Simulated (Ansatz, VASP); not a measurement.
WS2 in VASP and in Ansatz

```
CELL_PARAMETERS angstrom
3.14624 0.00000 -0.22024
-1.57312 2.72472 0.04650
-0.88877 -0.29647 12.69665
ATOMIC_POSITIONS crystal
W 0.16221 0.59889 0.25368
W 0.83779 0.40111 0.74632
S 0.42072 0.70707 0.62204
S 0.41248 0.23862 0.12950
S 0.58752 0.76138 0.87050
S 0.57928 0.29293 0.37796
```

Change from the starting cell: engineering shear strain xz -0.1400, engineering shear strain yz -0.0467.

Alike in both runs: functional PBEsol; k mesh 12 × 12 × 2; occupations gaussian, width 0.05 eV; no spin polarisation.

Ansatz relaxed the structure, and its values are those at the end. VASP's run is a single point on that final structure, the one shown.

```csv
,VASP,Ansatz
version,VASP 6.6.1,Ansatz 0.2.0
potentials or method,"VASP PAW PBE potentials, release 64 (W_sv, S), cutoff 520 eV","scalar-relativistic, plane waves, PAW"
valence electrons in the cell,52,52
```

|  | VASP | Ansatz | Ansatz less VASP |
| --- | --- | --- | --- |
| gap on the k mesh at the Fermi level (eV) | 1.08 | 1.06 | -0.015 |
| least direct gap on the mesh (eV) | 1.87 | 1.87 | -0.003 |
| pressure (GPa) | 0.2 | 0.1 | -0.10 |
| rms of the force components (eV/Å) | 0.011 | 0.002 | -0.0087 |

VASP's potentials were made for PBE, not for PBEsol, and Ansatz warns of the same on its side. Ansatz's warnings: stress scf threshold loose.

Neither program's run includes spin-orbit coupling.
